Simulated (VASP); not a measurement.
## FePb: single point with PBE

The system is FePb.

```xyz
2
Lattice="3.3986 0.0000 0.0000 0.0000 3.3986 0.0000 0.0000 0.0000 3.3986" Properties=species:S:1:pos:R:3 pbc="T T T"
Fe    0.0000    0.0000    0.0000
Pb    1.6993    1.6993    1.6993
```

```json
{
  "Program": "VASP 6.6.1",
  "Task": "single point",
  "Functional": "PBE",
  "Potentials or basis": "VASP PAW PBE potentials, release 64 (Fe, Pb_d)",
  "Cutoff": "520 eV",
  "k mesh": "12 × 12 × 12",
  "Occupations": "gaussian, width 0.1 eV",
  "Spin": "collinear spin, ferromagnetic start",
  "Starting moments": "[4.5, 0.0] μB",
  "Dipole correction": "no",
  "Further INCAR settings": "ALGO = Fast; EDIFF = 1e-06; NBANDS = 22"
}
```

```yaml
Pressure: -0.2 GPa
Net_moment: 2.56 μB per cell
Site_moments: Fe +2.67; Pb -0.06 μB
Valence_electrons_inside_the_program's_atomic_spheres: Fe 6.83; Pb 12.08
```

Levels at points of the mesh, in eV from the Fermi level:
Spin up:
```tsv
k point	band 10	band 11	band 12	band 13	band 14	band 15
(0.00, 0.00, 0.00)	-2.12	-2.12	2.40	2.40	2.40	4.28
(0.50, 0.00, 0.00)	-2.69	-2.16	-1.63	6.20	6.20	7.16
(0.50, 0.50, 0.00)	-2.32	-2.32	-1.80	-1.35	0.73	7.22
(0.50, 0.50, 0.50)	-1.79	-1.79	1.66	1.66	1.66	2.58
```
Spin down:
| k point | band 6 | band 7 | band 8 | band 9 | band 10 | band 11 | band 12 | band 13 | band 14 | band 15 |
| --- | --- | --- | --- | --- | --- | --- | --- | --- | --- | --- |
| (0.00, 0.00, 0.00) | -11.83 | -0.83 | -0.83 | 0.46 | 0.46 | 0.46 | 2.44 | 2.44 | 2.44 | 4.81 |
| (0.50, 0.00, 0.00) | -9.51 | -5.91 | -0.77 | -0.52 | -0.52 | 0.41 | 0.80 | 6.61 | 6.61 | 7.34 |
| (0.50, 0.50, 0.00) | -7.78 | -3.40 | -3.40 | -1.15 | 0.15 | 0.15 | 0.74 | 1.08 | 2.00 | 7.10 |
| (0.50, 0.50, 0.50) | -5.42 | -2.92 | -2.92 | -2.92 | 0.77 | 0.77 | 2.73 | 2.73 | 2.73 | 3.14 |

Wall time 2.6 min on 1 thread of Intel(R) Xeon(R) Platinum 8488C (Sapphire Rapids), with other jobs on the host, peak memory 0.25 GiB.

Caveat: spin-orbit coupling is left out, which moves the levels of the heavy elements.
